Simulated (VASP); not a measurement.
**Ti: single point with PBEsol**

Ti:

```
Ti
1.0
    -2.87204    0.03613   -0.00151
    -0.06258    4.95938   -0.00088
     1.46492   -2.49695   -4.40921
Ti
4
Direct
  0.84420 0.22756 0.75105
  0.42885 0.70594 0.74760
  0.12874 0.77223 0.25060
  0.59821 0.29426 0.25074
```

This cell differs from its parent crystal: atoms moved at random and the cell strained at random.

```
Program             : VASP 6.6.1
Task                : single point
Functional          : PBEsol
Potentials or basis : VASP PAW PBE potentials, release 64 (Ti_sv)
Cutoff              : 520 eV
k mesh              : 12 × 12 × 12
Occupations         : gaussian, width 0.15 eV
Spin                : no spin polarisation
```

* Pressure: 8.5 GPa
* Largest force: 0.998 eV/Å
* Band gap on the k mesh: zero (bands 24 and 25 overlap by 1.19 eV)

Forces in eV/Å, atoms in the order of the input:
```
Ti  -0.612 -0.577  0.312
Ti   0.772  0.452 -0.444
Ti   0.185  0.662 -0.216
Ti  -0.345 -0.537  0.347
```

Stress tensor (GPa, compression positive):
```
 5.49  3.10  0.12
 3.10  9.03 -0.62
 0.12 -0.62 10.85
```

Levels at points of the mesh, in eV from the Fermi level:
```tsv
k point	band 22	band 23	band 24	band 25	band 26	band 27
(0.00, 0.00, 0.00)	-0.77	0.57	0.87	1.09	1.32	1.39
(0.50, 0.00, 0.00)	-1.14	-0.96	-0.68	0.02	0.24	0.48
(0.00, 0.50, 0.00)	-1.06	-0.52	-0.24	0.11	0.45	0.87
(0.50, 0.50, 0.00)	-0.95	-0.92	-0.34	0.23	0.86	1.47
(0.00, 0.00, 0.50)	-0.54	0.17	0.27	0.43	0.48	0.58
(0.50, 0.00, 0.50)	-1.17	-0.94	-0.76	-0.17	0.24	0.62
(0.00, 0.50, 0.50)	-1.11	-0.37	-0.32	0.15	0.35	0.91
(0.50, 0.50, 0.50)	-0.88	-0.83	-0.53	0.42	1.08	1.44
```

Wall time 2.6 h on 1 thread of Oxide Virtual Turin-like Processor, with other jobs on the host, peak memory 1.1 GiB.

Caveat: the cell differs from its parent crystal (atoms moved at random and the cell strained at random); the stress differs along the axes, from 5 to 11 GPa; the PAW data sets were made with another functional, which shifts forces and pressure a little.
